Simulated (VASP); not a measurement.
TiN (Osbornite): single point with PBE

TiN (Osbornite):

```
Ti N
1.0
     0.00000    2.10921    2.10921
     2.10921    0.00000    2.10921
     2.10921    2.10921    0.00000
Ti N
1 1
Direct
  0.00000 0.00000 0.00000
  0.50000 0.50000 0.50000
```

```
Program                : VASP 6.6.1
Task                   : single point
Functional             : PBE
Potentials or basis    : VASP PAW PBE potentials, release 64 (Ti_sv, N)
Cutoff                 : 520 eV
k mesh                 : 12 × 12 × 12
Occupations            : fermi-dirac, width 0.1 eV
Spin                   : no spin polarisation
Dipole correction      : no
Further INCAR settings : ALGO = Normal; EDIFF = 1e-06; NBANDS = 16
```

```json
{"Pressure": "6.4 GPa"}
```

Levels at points of the mesh, in eV from the Fermi level:
```tsv
k point	band 6	band 7	band 8	band 9	band 10	band 11	band 12	band 13
(0.00, 0.00, 0.00)	-2.04	-2.04	-2.04	-0.60	-0.60	-0.60	0.62	0.62
(0.50, 0.00, 0.00)	-8.16	-5.54	-5.54	1.75	1.75	2.44	5.88	5.88
(0.50, 0.50, 0.00)	-5.84	-3.23	-3.23	-3.11	1.71	2.47	2.47	3.75
```

Wall time 12 s on 1 thread of Intel(R) Xeon(R) 6975P-C (Granite Rapids), with other jobs on the host, peak memory 0.15 GiB.
